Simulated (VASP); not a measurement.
Mn3CdCl, 5 atoms in the cell. Symmetry: Pm-3m, No. 221, cubic system. The conventional cell has a = 4.498 Å, b = 4.498 Å, c = 4.498 Å, α = 90.00°, β = 90.00°, γ = 90.00°. Within 4.2 Å of Cd (site symmetry m-3m) lie 12 Mn at 3.18 Å and 8 Cl at 3.90 Å. Within 3.0 Å of Mn (site symmetry 4/mmm) lie 2 Cl at 2.25 Å. Within 3.0 Å of Cl (site symmetry m-3m) lie 6 Mn at 2.25 Å. 

| Quantity | Value |
| --- | --- |
| Program | VASP 6.6.1 |
| Task | single point |
| Functional | r2SCAN |
| Potentials or basis | VASP PAW PBE potentials, release 64 (Cd, Mn_pv, Cl) |
| Cutoff | 550 eV |
| k mesh | 8 × 8 × 8 |
| Occupations | fermi-dirac, width 0.1 eV |
| Spin | no spin polarisation |
| Dipole correction | no |
| Further INCAR settings | ALGO = Normal; EDIFF = 1e-06; NBANDS = 37 |

Potentials or basis: VASP PAW PBE potentials, release 64 (Cd, Mn_pv, Cl).

Command:

```bash
$ cat potpaw_PBE.64/Cd/POTCAR potpaw_PBE.64/Mn_pv/POTCAR potpaw_PBE.64/Cl/POTCAR > POTCAR
$ cp INCAR.step1 INCAR
$ mpirun -np 1 vasp_std > vasp.out
$ cp INCAR.step2 INCAR
$ mpirun -np 1 vasp_std > vasp.out
```

Hardware: 1 thread of Intel Xeon 8259CL, with other jobs on the host.

Task: How long does it take, and how much memory?

Result: Wall time 6.8 min on 1 thread of Intel Xeon 8259CL (shared host), peak memory 0.3 GiB. Counts: k points 35.
